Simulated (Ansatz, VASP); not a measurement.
One calculation of Cu, two programs

Contents of INCAR:

```
PREC = Accurate
ENCUT = 520
EDIFF = 1E-7
ISMEAR = 0
SIGMA = 0.1
LREAL = False
LASPH = True
NELM = 80
ALGO = Fast
ISIF = 2
LWAVE = False
LCHARG = False
GGA = PS
NBANDS = 18
```

KPOINTS

```
regular mesh
0
Gamma
  18 18 20
```

The input POSCAR:

```
Cu
1.0
    2.9190852841      0.0000000000      0.0000000000
    0.0000000000      2.9190852841      0.0000000000
    0.0000000000      0.0000000000      2.7472145570
Cu
2
Direct
    0.0000000000      0.0000000000      0.0000000000
    0.5000000000      0.5000000000      0.5000000000
```

Input for Ansatz:

```yaml
crystal:
  lattice:
    - [2.9190852841, 0.0, 0.0]
    - [0.0, 2.9190852841, 0.0]
    - [0.0, 0.0, 2.747214557]
  atoms:
    - { symbol: Cu, position: [0.0, 0.0, 0.0] }
    - { symbol: Cu, position: [0.5, 0.5, 0.5] }
basis:
  ecutwfc: 420
kpoints:
  mp_grid: { grid: [18, 18, 20] }
hamiltonian:
  xc: pbesol
scf:
  occupations: { method: gaussian, width: 0.1 }
output:
  forces: true
  stress: true
  eigenvalues: true
```

Change from the starting cell: equal strain along all axes, cell held, atoms relaxed: +1.0 %.

Alike in both runs: task single point; functional PBEsol; k mesh 18 × 18 × 20; occupations gaussian, width 0.1 eV; no spin polarisation.

```csv
,VASP,Ansatz
version,VASP 6.6.1,Ansatz 0.2.0
potentials or method,"VASP PAW PBE potentials, release 64 (Cu), cutoff 520 eV","scalar-relativistic, plane waves, PAW"
valence electrons in the cell,22,38
```

```csv
,VASP,Ansatz,Ansatz less VASP
gap on the k mesh at the Fermi level (eV),none,none,-
pressure (GPa),-3.9,-4.6,-0.72
"traceless stress, the component that is largest in VASP (GPa)",-0.17,-0.19,-0.027
```

VASP's potentials were made for PBE, not for PBEsol. A gap of «none» marks a metal or a gap that the smearing closes. VASP's potentials hold 22 valence electrons a cell and Ansatz's 38, so a difference there can come from the potentials and not from the codes.
